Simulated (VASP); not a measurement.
Crystal: HfZrS3.

```
Zr Hf S
1.0
     4.74801    0.00000    0.00000
     0.00000    4.74801    0.00000
     0.00000    0.00000    4.74801
Zr Hf S
1 1 3
Direct
  0.50000 0.50000 0.50000
  0.00000 0.00000 0.00000
  0.50000 0.00000 0.00000
  0.00000 0.50000 0.00000
  0.00000 0.00000 0.50000
```

The cell was built from a structure type or drawn by symmetry, and may not be a known phase.

* Program: VASP 6.6.1
* Task: relaxation of cell and atoms
* Functional: PBE
* Potentials or basis: VASP PAW PBE potentials, release 64 (Zr_sv, Hf_pv, S)
* Cutoff: 600 eV
* k mesh: 4 × 4 × 4
* Occupations: gaussian, width 0.1 eV
* Spin: no spin polarisation

At the start: pressure 4.7 GPa; volume 21.41 Å³/atom.

Question: Where does the relaxation end?

Answer: Over 3 steps the energy falls by 15.1 meV/atom and the volume is 22.48 Å³/atom (+5.0 %); space group Pm-3m (No. 221, to 0.1 Å) before and after.

Step by step:
| step | energy change (eV) | largest force (eV/Å) | pressure (GPa) | volume (Å³) |
| --- | --- | --- | --- | --- |
| 1 | 0.0000 | 0.0000 | 4.74 | 107.04 |
| 2 | -0.0234 | 0.0000 | -3.35 | 117.14 |
| 3 | -0.0754 | 0.0000 | -0.02 | 112.38 |

Final structure:
```
CELL_PARAMETERS angstrom
4.82580 0.00000 0.00000
0.00000 4.82580 0.00000
0.00000 0.00000 4.82580
ATOMIC_POSITIONS crystal
Zr 0.50000 0.50000 0.50000
Hf 0.00000 0.00000 0.00000
S 0.50000 0.00000 0.00000
S 0.00000 0.50000 0.00000
S 0.00000 0.00000 0.50000
```

Caveat: the highest band is partly filled, so the run has too few bands.
